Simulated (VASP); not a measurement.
A run of VASP 6.6.1 is set up as follows.

Contents of POSCAR:

```
Al
1.0
   -1.4397075625      1.4045988881      1.9798052602
    1.3815563933     -1.4142236028      2.0095573540
    1.4396566663      1.4142162654     -1.9721346542
Al
1
Direct
    0.0000000000      0.0000000000      0.0000000000
```

The input INCAR.step1:

```
SYSTEM = Al
PREC = Accurate
ENCUT = 520
ISMEAR = 0
SIGMA = 0.15
LREAL = .False.
LASPH = .True.
NELM = 100
NBANDS = 8
GGA = PE
ALGO = Normal
EDIFF = 1E-4
LWAVE = .True.
LCHARG = .False.
```

Contents of INCAR.step2:

```
SYSTEM = Al
PREC = Accurate
ENCUT = 520
EDIFF = 1E-6
ISMEAR = 0
SIGMA = 0.15
LREAL = .False.
LASPH = .True.
NELM = 100
ALGO = Normal
ISIF = 2
LWAVE = .False.
LCHARG = .False.
METAGGA = R2SCAN
LMIXTAU = .True.
NBANDS = 8
ISTART = 1
```

Contents of KPOINTS:

```
regular mesh
0
Gamma
  14 14 14
  0 0 0
```

Potentials or basis: VASP PAW PBE potentials, release 64 (Al).

Run with:

```console
$ cat potpaw_PBE.64/Al/POTCAR > POTCAR
$ cp INCAR.step1 INCAR
$ mpirun -np 1 vasp_std > vasp.out
$ cp INCAR.step2 INCAR
$ mpirun -np 1 vasp_std > vasp.out
```

**Question.** What does it give for the pressure?

**Answer.** -0.3 GPa.

Caveat: the cell differs from its parent crystal (cell sheared at random, sigma 0.1, atoms nudged by 0.01 Å, then relaxed in part); the PAW data sets were made with another functional, which shifts forces and pressure a little.
